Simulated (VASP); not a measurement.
Input of a VASP 6.6.1 run:

INCAR

```
SYSTEM = SrCo2
PREC = Accurate
ENCUT = 520
EDIFF = 1E-6
ISMEAR = 0
SIGMA = 0.1
LREAL = .False.
LASPH = .True.
NELM = 150
ALGO = Normal
ISIF = 2
LWAVE = .False.
LCHARG = .False.
ISPIN = 2
MAGMOM = 0 1.24 1.24
LORBIT = 11
LMAXMIX = 4
GGA = PE
NBANDS = 25
```

The input KPOINTS:

```
Automatic mesh
0
Gamma
  6 6 4
  0 0 0
```

POSCAR

```
SrCo2
1.0
    3.8707226701      0.0000000000      0.0000000000
   -1.9353613350      3.3521441633      0.0000000000
    0.0000000000      0.0000000000      4.7401136422
Sr Co
1 2
Direct
    0.0000000000      0.0000000000      0.0000000000
    0.3333333333      0.6666666667      0.5000000000
    0.6666666667      0.3333333333      0.5000000000
```

Potentials or basis: VASP PAW PBE potentials, release 64 (Sr_sv, Co).

Launch:

```bash
$ cat potpaw_PBE.64/Sr_sv/POTCAR potpaw_PBE.64/Co/POTCAR > POTCAR
$ mpirun -np 1 vasp_std > vasp.out
```

(1) Estimate the site moments.

(2) What does it give for the pressure?

Answers

(1) Sr -0.09; Co +1.25 μB.

(2) 0.0 GPa.
